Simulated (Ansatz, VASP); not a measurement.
Two plane-wave programs on PtSe2

The input INCAR:

```
SYSTEM = PtSe2
PREC = Accurate
ENCUT = 520
EDIFF = 1E-7
ISMEAR = 1
SIGMA = 0.0603
LREAL = .False.
LASPH = .True.
NELM = 150
ALGO = Normal
ISIF = 2
LWAVE = .False.
LCHARG = .True.
LNONCOLLINEAR = .True.
MAGMOM = 0 0 0 0 0 0 0 0 0
LORBIT = 11
LSORBIT = .True.
GGA_COMPAT = .False.
LORBMOM = .True.
LMAXMIX = 4
GGA = PE
LVHAR = .True.
NBANDS = 35
```

Contents of KPOINTS:

```
regular mesh
0
Gamma
  8 8 5
  0 0 0
```

POSCAR

```
PtSe2
1.0
    1.8725980000      3.2434340000      0.0000000000
   -1.8725980000      3.2434340000      0.0000000000
    0.0000000000      0.0000000000      5.3260590000
Pt Se
1 2
Direct
    0.0000000000      0.0000000000      0.0000000000
    0.3333000000      0.3334000000      0.2270000000
    0.6667000000      0.6666000000      0.7730000000
```

Input for Ansatz:

```yaml
crystal:
  lattice:
    - [1.872598, 3.243434, 0.0]
    - [-1.872598, 3.243434, 0.0]
    - [0.0, 0.0, 5.326059]
  atoms:
    - { symbol: Pt, position: [0.0, 0.0, 0.0] }
    - { symbol: Se, position: [0.3333, 0.3334, 0.227] }
    - { symbol: Se, position: [0.6667, 0.6666, 0.773] }
  symmetry: { tolerance: 0.0003 }
kpoints:
  mp_grid: { grid: [8, 8, 5], shift: [0, 0, 0] }
  band_path:
    path:
      - [0.0, 0.0, 0.0]
      - [0.49999997, 0.50000001, 0.0]
      - [0.33333332, 0.6666667, 0.0]
      - [0.0, 0.0, 0.0]
      - [0.0, 0.0, 0.5]
      - [0.49999997, 0.50000001, 0.5]
      - [0.33333332, 0.6666667, 0.5]
      - [0.0, 0.0, 0.5]
      - [0.49999997, 0.50000001, 0.5]
      - [0.49999997, 0.50000001, 0.0]
      - [0.33333332, 0.6666667, 0.5]
    npoints: 6
magnetization:
  noncollinear: true
  spin_orbit: true
scf:
  occupations: { method: methfessel_paxton, width: 0.0603 }
  lower_state_search: "off"
  max_iter: 200
hamiltonian:
  pseudopotentials: { kind: paw_fr }
  xc: pbe
basis:
  ecutwfc: 420
  fft_grid_basis: typed
output:
  forces: true
  stress: true
  eigenvalues: true
  bader: true
  populations: true
  elf: true
  write_potential: true
  volumetric_format: npy
  dos:
    e_range: [-12, 8]
    de: 0.05
    projected: { site_lists: { Pt: [Pt], Se: [Se] } }
    method: { smearing: { sigma: 0.1, scheme: gaussian } }
  write_density: true
checkpoint:
  read: saved_state
```

Alike in both runs: task single point; functional PBE; k mesh 8 × 8 × 5; occupations methfessel-paxton of order 1, width 0.0603 eV; non-collinear spin, spin-orbit coupling.

```csv
,VASP,Ansatz
version,VASP 6.6.1,Ansatz 0.2.0
potentials or method,"VASP PAW PBE potentials, release 64 (Pt, Se), cutoff 520 eV",PAW plane waves
valence electrons in the cell,22,50
```

```csv
,VASP,Ansatz,Ansatz less VASP
pressure (GPa),8.2,8.1,-0.11
"traceless stress, the component that is largest in VASP (GPa)",-0.05,0.00,+0.050
rms of the force components (eV/Å),0.564,0.556,-0.0078
```

Atom by atom the forces differ by 0.008 eV/Å (rms over components). VASP's potentials hold 22 valence electrons a cell and Ansatz's 50, so a difference there can come from the potentials and not from the codes. Ansatz's warnings: structure snapped to symmetry.
